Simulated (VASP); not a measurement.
A run of VASP 6.6.1 is set up as follows.

File INCAR:

```
SYSTEM = N
PREC     = Accurate       ! precision mode
ENCUT    = 910            ! plane-wave cutoff, eV
EDIFF    = 1E-6           ! SCF threshold, eV
ISMEAR   = 0              ! smearing method
SIGMA    = 0.01           ! smearing width, eV
LREAL    = .FALSE.        ! projectors in reciprocal space
LASPH    = .TRUE.         ! aspherical terms in the spheres
NELM     = 120            ! most SCF steps
ALGO     = Normal         ! electronic algorithm
ISIF     = 2              ! what is computed and relaxed
LWAVE    = .FALSE.        ! write WAVECAR
LCHARG   = .TRUE.         ! write CHGCAR
GGA      = PE             ! functional
IVDW     = 12             ! dispersion correction
LELF     = .TRUE.         ! ELF
LVHAR    = .TRUE.       
NBANDS   = 12             ! bands
GGA_COMPAT= .FALSE.      
NELMDL   = -8
```

The input KPOINTS:

```
regular mesh
0
G
  1 1 1
  0 0 0
```

The input POSCAR:

```
N
1.0
    9.8000000000      0.0000000000      0.0000000000
    0.0000000000     10.0000000000      0.0000000000
    0.0000000000      0.0000000000      9.4000000000
N
2
Direct
    0.4602370620      0.4610316234      0.5000000000
    0.5397629380      0.5389683766      0.5000000000
```

Potentials or basis: VASP PAW PBE potentials, release 64 (N_h).

Run with:

```sh
$ cat potpaw_PBE.64/N_h/POTCAR > POTCAR
$ mpirun -np 1 vasp_gam > vasp.out
```

**Question.** What does it give for the gap between the frontier levels?

**Answer.** 8.25 eV.

**Question.** Predict the dispersion energy per atom.

**Answer.** -0.006 eV.

Forces in eV/Å, atoms in the order of the input:
```
N   -0.047 -0.047  0.000
N    0.047  0.047  0.000
```
